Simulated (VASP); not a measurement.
# LiCl (Pm-3m) in VASP: a series of runs

Aim: see how the results for LiCl move with the level of theory and the settings. Levels: PBE-based screened hybrid, HSE06. Tasks: single point.

Everything below comes from runs of VASP 6.6.1. Logs are shortened: lines on timing, memory, paths and dates and some standing lists are left out, and cuts for length are marked.

## 1. The cell of the first run

The structure is cubic, space group Pm-3m (No. 221). The conventional cell has a = 3.271 Å, b = 3.271 Å, c = 3.271 Å, α = 90.00°, β = 90.00°, γ = 90.00°. Within 3.7 Å of Li (site symmetry m-3m) lie 8 Cl at 2.83 Å and 6 Li at 3.27 Å. Within 3.7 Å of Cl (site symmetry m-3m) lie 8 Li at 2.83 Å and 6 Cl at 3.27 Å.

## 2. Single point, PBE-based screened hybrid

POSCAR

```
LiCl
1.0
    3.2711235777      0.0000000000      0.0000000000
    0.0000000000      3.2711235777      0.0000000000
    0.0000000000      0.0000000000      3.2711235777
Li Cl
1 1
Direct
    0.0000000000      0.0000000000      0.0000000000
    0.5000000000      0.5000000000      0.5000000000
```

INCAR.step1

```
PREC = Accurate
ENCUT = 520
EDIFF = 1E-5
ISMEAR = 0
SIGMA = 0.01
LREAL = False
LASPH = True
NELM = 80
ALGO = Normal
ISIF = 2
LWAVE = True
LCHARG = False
GGA = PE
NBANDS = 12
```

INCAR.step2

```
PREC = Accurate
ENCUT = 520
EDIFF = 1E-7
ISMEAR = 0
SIGMA = 0.01
LREAL = False
LASPH = True
NELM = 80
ALGO = Normal
ISIF = 2
LWAVE = False
LCHARG = False
GGA = PE
LHFCALC = True
AEXX = 0.4
HFSCREEN = 0.2078
PRECFOCK = Normal
ISTART = 1
NBANDS = 12
```

KPOINTS

```
regular mesh
0
Gamma
  4 4 4
```

Potentials or basis: VASP PAW PBE potentials, release 64 (Li_sv, Cl).

Launch:

```
cat potpaw_PBE.64/Li_sv/POTCAR potpaw_PBE.64/Cl/POTCAR > POTCAR
cp INCAR.step1 INCAR
mpirun -np 1 vasp_std > vasp.out
cp INCAR.step2 INCAR
mpirun -np 1 vasp_std > vasp.out
```

OUTCAR:

```text
PREC = Accurate
   ENCUT = 520
   EDIFF = 1E-7
   ISMEAR = 0
   LREAL = False
   LASPH = True
   NELM = 80
   ISIF = 2
   GGA = PE
   LHFCALC = True
   AEXX = 0.4
   HFSCREEN = 0.2078
   PRECFOCK = Normal
   ISTART = 1

 ion  position               nearest neighbor table
   1  0.000  0.000  0.000-
   2  0.500  0.500  0.500-

  LATTYP: Found a simple cubic cell.
 ALAT       =     3.2711235777

  Lattice vectors:

 A1 = (   3.2711235777,   0.0000000000,   0.0000000000)
 A2 = (   0.0000000000,   3.2711235777,   0.0000000000)
 A3 = (   0.0000000000,   0.0000000000,   3.2711235777)

Analysis of symmetry for initial positions (statically):
=====================================================================
 Subroutine PRICEL returns:
 Original cell was already a primitive cell.

 Routine SETGRP: Setting up the symmetry group for a
 simple cubic supercell.

 Subroutine GETGRP returns: Found 48 space group operations
 (whereof 48 operations were pure point group operations)
 out of a pool of 48 trial point group operations.

The static configuration has the point symmetry O_h .

Analysis of symmetry for dynamics (positions and initial velocities):
=====================================================================
 Subroutine PRICEL returns:
 Original cell was already a primitive cell.

 Routine SETGRP: Setting up the symmetry group for a
 simple cubic supercell.

 Subroutine GETGRP returns: Found 48 space group operations
 (whereof 48 operations were pure point group operations)
 out of a pool of 48 trial point group operations.

The dynamic configuration has the point symmetry O_h .

 Subroutine INISYM returns: Found 48 space group operations
 (whereof 48 operations are pure point group operations),
 and found     1 'primitive' translations

----------------------------------------------------------------------------------------

                                     Primitive cell

  volume of cell :      35.0018

  direct lattice vectors                    reciprocal lattice vectors
     3.271123578  0.000000000  0.000000000     0.305705357  0.000000000  0.000000000
     0.000000000  3.271123578  0.000000000     0.000000000  0.305705357  0.000000000
     0.000000000  0.000000000  3.271123578     0.000000000  0.000000000  0.305705357

  length of vectors
     3.271123578  3.271123578  3.271123578     0.305705357  0.305705357  0.305705357

  position of ions in fractional coordinates (direct lattice)
     0.000000000  0.000000000  0.000000000
     0.500000000  0.500000000  0.500000000

  ion indices of the primitive-cell ions
   primitive index   ion index
                 1           1
                 2           2

----------------------------------------------------------------------------------------

 KPOINTS: regular mesh

Automatic generation of k-mesh.
 Grid dimensions read from file:
 generate k-points for:    4    4    4

 Generating k-lattice:

  Cartesian coordinates                     Fractional coordinates (reciprocal lattice)
     0.076426339  0.000000000  0.000000000     0.250000000  0.000000000  0.000000000
     0.000000000  0.076426339  0.000000000     0.000000000  0.250000000  0.000000000
     0.000000000  0.000000000  0.076426339     0.000000000  0.000000000  0.250000000

  Length of vectors
     0.076426339  0.076426339  0.076426339

  Shift w.r.t. Gamma in fractional coordinates (k-lattice)
     0.000000000  0.000000000  0.000000000

 Subroutine IBZKPT returns following result:
 ===========================================

 Found     10 irreducible k-points:

 Following reciprocal coordinates:
            Coordinates               Weight
  0.000000  0.000000  0.000000      1.000000
  0.250000  0.000000  0.000000      6.000000
  0.500000  0.000000  0.000000      3.000000
  0.250000  0.250000  0.000000     12.000000
  0.500000  0.250000  0.000000     12.000000
  0.500000  0.500000  0.000000      3.000000
  0.250000  0.250000  0.250000      8.000000
  0.500000  0.250000  0.250000     12.000000
  0.500000  0.500000  0.250000      6.000000
  0.500000  0.500000  0.500000      1.000000
   k-points           NKPTS =     10   k-points in BZ     NKDIM =     64   number of bands    NBANDS=     12
   number of dos      NEDOS =    301   number of ions     NIONS =      2
   total plane-waves  NPLWV =  13824
   dimension x,y,z NGX =    24 NGY =   24 NGZ =   24
   dimension x,y,z NGXF=    48 NGYF=   48 NGZF=   48
   ions per type =               1   1
   NGX,Y,Z   is equivalent  to a cutoff of  12.20, 12.20, 12.20 a.u.
   NGXF,Y,Z  is equivalent  to a cutoff of  24.39, 24.39, 24.39 a.u.
 SYSTEM =  unknown system
   PREC   = accura    normal or accurate (medium, high low for compatibility)
   ISTART =      1    job   : 0-new  1-cont  2-samecut
   ICHARG =      0    charge: 1-file 2-atom 10-const
   ISPIN  =      1    spin polarized calculation?
   LNONCOLLINEAR =      F non collinear calculations
   LSORBIT =      F    spin-orbit coupling
   LASPH  =      T    aspherical Exc in radial PAW
   ENCUT  =  520.0 eV  38.22 Ry    6.18 a.u.   6.08  6.08  6.08*2*pi/ulx,y,z
   NELM   =     80;   NELMIN=  2; NELMDL=  0     # of ELM steps
   EDIFF  = 0.1E-06   stopping-criterion for ELM
   LREAL  =      F    real-space projection
   EDIFFG = 0.1E-05   stopping-criterion for IOM
   NSW    =      0    number of steps for IOM
   IBRION =     -1    ionic relax: 0-MD 1-quasi-New 2-CG
   NFREE  =      0    steps in history (QN), initial steepest desc. (CG)
   ISIF   =      2    stress and relaxation
   ISYM   =      3    0-nonsym 1-usesym 2-fastsym
   POTIM  = 0.5000    time-step for ionic-motion
   TEBEG  =    0.0;   TEEND  =   0.0 temperature during run
   PSTRESS=    0.0 pullay stress
   NELECT =      10.0000    total number of electrons
   NUPDOWN=      -1.0000    fix difference up-down
   EMIN   =  10.00;   EMAX   =-10.00  energy-range for DOS
   EFERMI =   0.00;   METHOD = LEGACY
   ISMEAR =     0;   SIGMA  =   0.01  broadening in eV -4-tet -1-fermi 0-gaus
   EFERMI_NEDOS =   21; number of points for ismear=-14 and -15
   IALGO  =     38    algorithm
   IMIX   =      1    mixing-type and parameters
     AMIX     =   0.40;   BMIX     =  1.00
     AMIX_MAG =   1.60;   BMIX_MAG =  1.00
  volume/ion in A,a.u.               =      17.50       118.10
  Fermi-wavevector in a.u.,A,eV,Ry     =   1.078230  2.037558 15.817846  1.162579
  Thomas-Fermi vector in A             =   2.214163
   LORBIT       =      0    0 simple, 1 ext, 2 COOP (PROOUT), +10 PAW based schemes
   GGA     = PE    functional components
   LHFCALC =     T    Hartree Fock is set to
   PRECFOCK=normal    Normal, Fast or Accurate (Low or Medium for compatibility)
   ENCUT4O =  -1.0   cutoff for four orbital integrals eV
   NKREDX  =     1    reduce k-point grid by
   NKREDY  =     1    reduce k-point grid by
   NKREDZ  =     1    reduce k-point grid by
   AEXX    =    0.4000 exact exchange contribution
   HFSCREEN=    0.2078 screening length (either q_TF or 0.3 A-1)
   HFSCREENC=   0.2078 screening length for correlation (either q_TF or 0.3 A-1)
   ENCUTFOCK=  -1.0 apply spherical cutoff to Coloumb kernel
   IVDW    =     0    specifies the selected vdW correction
   LEPSILON=     F    determine dielectric tensor
   LRPA    =     F    only Hartree local field effects (RPA)
 non-spin polarized calculation
 Gauss-broadening in eV      SIGMA  =   0.01
  energy-cutoff  :      520.00
  volume of cell :       35.00
 maximum number of plane-waves:       968
  NGX = 20; NGY = 20; NGZ = 20

 number of electron      10.0000013 magnetization

 Free energy of the ion-electron system (eV)
  ---------------------------------------------------
  ext. energy  EPLUGINS =         0.00000000
  ---------------------------------------------------
  free energy    TOTEN  =        -8.48969493 eV

  energy without entropy =       -8.48969493  energy(sigma->0) =       -8.48969493

 E-fermi :   0.2778     XC(G=0):  -6.2974

 val. band max:        0.1485919936   @ k =   0.5000   0.5000   0.0000
 cond. band min:       6.6266981889   @ k =   0.0000   0.0000   0.0000
 fundamental gap:      6.4781061953
 Fermi energy:         0.2777885406

 k-point     1 :       0.0000    0.0000    0.0000
  band No.  band energies     occupation
      1     -49.7577      2.00000
      2     -16.2002      2.00000
      3      -0.7744      2.00000
      4      -0.7744      2.00000
      5      -0.7744      2.00000
      6       6.6267      0.00000
      7      10.9672      0.00000
      8      10.9672      0.00000
      9      15.9609      0.00000
     10      15.9609      0.00000
     11      15.9609      0.00000
     12      20.0761      0.00000

 k-point     2 :       0.2500    0.0000    0.0000
  band No.  band energies     occupation
      1     -49.7564      2.00000
      2     -15.9250      2.00000
      3      -2.7742      2.00000
      4      -0.5231      2.00000
      5      -0.5231      2.00000
      6       7.6271      0.00000
      7      11.7336      0.00000
      8      12.0812      0.00000
      9      14.1067      0.00000
     10      14.1067      0.00000
     11      17.0350      0.00000
     12      19.9130      0.00000

 k-point     3 :       0.5000    0.0000    0.0000
  band No.  band energies     occupation
      1     -49.7551      2.00000
      2     -15.6167      2.00000
      3      -4.2819      2.00000
      4      -0.2483      2.00000
      5      -0.2483      2.00000
      6       8.1297      0.00000
      7      12.1075      0.00000
      8      12.7353      0.00000
      9      12.7353      0.00000
     10      13.0394      0.00000
     11      16.9100      0.00000
     12      21.0899      0.00000

 k-point     4 :       0.2500    0.2500    0.0000
  band No.  band energies     occupation
      1     -49.7550      2.00000
      2     -15.6513      2.00000
      3      -2.5519      2.00000
      4      -2.3900      2.00000
      5      -0.2986      2.00000
      6       9.0123      0.00000
      7      10.5466      0.00000
      8      12.4378      0.00000
      9      14.1461      0.00000
     10      14.3242      0.00000
     11      17.5450      0.00000
     12      17.9393      0.00000

 k-point     5 :       0.5000    0.2500    0.0000
  band No.  band energies     occupation
      1     -49.7537      2.00000
      2     -15.3454      2.00000
      3      -3.9549      2.00000
      4      -2.1330      2.00000
      5      -0.0562      2.00000
      6       9.0694      0.00000
      7       9.9457      0.00000
      8      12.6926      0.00000
      9      13.6034      0.00000
     10      14.4396      0.00000
     11      17.7323      0.00000
     12      20.2089      0.00000

 k-point     6 :       0.5000    0.5000    0.0000
  band No.  band energies     occupation
      1     -49.7522      2.00000
      2     -15.0427      2.00000
      3      -3.5825      2.00000
      4      -3.5825      2.00000
      5       0.1486      2.00000
      6       7.3347      0.00000
      7      12.4060      0.00000
      8      12.4060      0.00000
      9      13.1612      0.00000
     10      16.0569      0.00000
     11      16.0569      0.00000
     12      16.2770      0.00000

 k-point     7 :       0.2500    0.2500    0.2500
  band No.  band energies     occupation
      1     -49.7537      2.00000
      2     -15.3849      2.00000
      3      -2.3876      2.00000
      4      -2.0251      2.00000
      5      -2.0251      2.00000
      6       9.6628      0.00000
      7      10.6399      0.00000
      8      10.6399      0.00000
      9      13.4217      0.00000
     10      16.1238      0.00000
     11      16.1238      0.00000
     12      20.1429      0.00000

 k-point     8 :       0.5000    0.2500    0.2500
  band No.  band energies     occupation
      1     -49.7524      2.00000
      2     -15.0884      2.00000
      3      -3.5848      2.00000
      4      -1.9585      2.00000
      5      -1.6051      2.00000
      6       9.0799      0.00000
      7       9.2448      0.00000
      8      10.1493      0.00000
      9      15.3101      0.00000
     10      16.2205      0.00000
     11      16.4047      0.00000
     12      19.8731      0.00000

 k-point     9 :       0.5000    0.5000    0.2500
  band No.  band energies     occupation
      1     -49.7510      2.00000
      2     -14.8040      2.00000
      3      -3.1564      2.00000
      4      -3.1564      2.00000
      5      -1.3899      2.00000
      6       7.3399      0.00000
      7       9.2618      0.00000
      8       9.2618      0.00000
      9      15.3176      0.00000
     10      16.4974      0.00000
     11      19.4306      0.00000
     12      19.4306      0.00000

 k-point    10 :       0.5000    0.5000    0.5000
  band No.  band energies     occupation
      1     -49.7499      2.00000
      2     -14.5418      2.00000
      3      -2.6511      2.00000
      4      -2.6511      2.00000
      5      -2.6511      2.00000
      6       7.3411      0.00000
      7       7.3411      0.00000
      8       7.3411      0.00000
      9      14.6360      0.00000
     10      21.7386      0.00000
     11      21.7386      0.00000
     12      21.7386      0.00000

------------------------ aborting loop because EDIFF is reached ----------------------------------------

  FORCE on cell =-STRESS in cart. coord.  units (eV):
  Direction    XX          YY          ZZ          XY          YZ          ZX
  --------------------------------------------------------------------------------------
  -------------------------------------------------------------------------------------
  Total       -0.0815049     -0.0815049     -0.0815049     -0.0000000     -0.0000000      0.0000000
  in kB       -3.7308149     -3.7308149     -3.7308149     -0.0000000     -0.0000000      0.0000000
  external PRESSURE =      -3.7308149 kB  Pullay stress =       0.0000000 kB

 VOLUME and BASIS-vectors are now :
 -----------------------------------------------------------------------------
  energy-cutoff  :      520.00
  volume of cell :       35.00
      direct lattice vectors                 reciprocal lattice vectors
     3.271123578  0.000000000  0.000000000     0.305705357  0.000000000  0.000000000
     0.000000000  3.271123578  0.000000000     0.000000000  0.305705357  0.000000000
     0.000000000  0.000000000  3.271123578     0.000000000  0.000000000  0.305705357

 POSITION                                       TOTAL-FORCE (eV/Angst)
 -----------------------------------------------------------------------------------
      0.00000      0.00000      0.00000         0.000000      0.000000      0.000000
      1.63556      1.63556      1.63556         0.000000      0.000000      0.000000
 -----------------------------------------------------------------------------------
    total drift:                                0.000000      0.000000      0.000000

  FREE ENERGIE OF THE ION-ELECTRON SYSTEM (eV)
  ---------------------------------------------------
  free  energy   TOTEN  =        -8.4896949335 eV

  energy  without entropy=       -8.4896949335  energy(sigma->0) =       -8.48969493
```

Run time: 1.7 min. Hardware: 1 thread of Intel Xeon Platinum 8375C at 2.90GHz (Ice Lake), shared host; peak memory 0.24 GiB.

Results:

* Free energy: -8.4897 eV
* Band gap on the k mesh: 6.48 eV, indirect (least direct gap 7.19 eV)

Levels at points of the mesh, in eV from the valence-band top:
| k point | band 3 | band 4 | band 5 | band 6 | band 7 | band 8 |
| --- | --- | --- | --- | --- | --- | --- |
| (0.00, 0.00, 0.00) | -0.92 | -0.92 | -0.92 | 6.48 | 10.82 | 10.82 |
| (0.50, 0.00, 0.00) | -4.43 | -0.40 | -0.40 | 7.98 | 11.96 | 12.59 |
| (0.50, 0.50, 0.00) | -3.73 | -3.73 | 0.00 | 7.19 | 12.26 | 12.26 |
| (0.50, 0.50, 0.50) | -2.80 | -2.80 | -2.80 | 7.19 | 7.19 | 7.19 |

Caveat: the k points lie up to 0.48 Å⁻¹ apart; the cutoff is under 1.25 times the usual one of these potentials, so pressure, stress and relaxed cells hold a basis-set (Pulay) error; the PAW data sets were made with another functional, which shifts forces and pressure a little.

(Continued in part 2 of 2.)
